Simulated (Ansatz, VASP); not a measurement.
# Two plane-wave programs on Ga2GeTeSe

```
CELL_PARAMETERS angstrom
2.66981 -5.21473 0.00000
2.66981 5.21473 0.00000
0.00000 0.00000 6.07356
ATOMIC_POSITIONS crystal
Ga 0.25543 0.74457 0.00000
Ga 0.74457 0.25543 0.00000
Ge 0.00000 0.00000 0.00000
Te 0.50000 0.50000 0.50000
Se 0.50000 0.50000 0.00000
```

Alike in both runs: functional PBE; k mesh 6 × 6 × 2; occupations gaussian, width 0.1 eV; no spin polarisation.

Ansatz relaxed the structure, and its values are those at the end. VASP's run is a single point on that final structure, the one shown.

|  | VASP | Ansatz |
| --- | --- | --- |
| version | VASP 6.6.1 | Ansatz 0.2.0 |
| potentials or method | VASP PAW PBE potentials, release 64 (Ga_d, Ge_d, Te, Se), cutoff 520 eV | scalar-relativistic, plane waves, PAW |
| valence electrons in the cell | 52 | 72 |

```tsv
	VASP	Ansatz	Ansatz less VASP
gap on the k mesh at the Fermi level (eV)	none	none	-
pressure (GPa)	0.1	0.0	-0.05
rms of the force components (eV/Å)	0.004	0.001	-0.0026
```

A gap of «none» marks a metal or a gap that the smearing closes. The functional is the same, so the differences come from potentials, cutoffs and numerics. VASP's potentials hold 52 valence electrons a cell and Ansatz's 72, so a difference there can come from the potentials and not from the codes.

The k mesh is coarse, so the values compare programs but aren't converged. Spin-orbit coupling is off throughout.
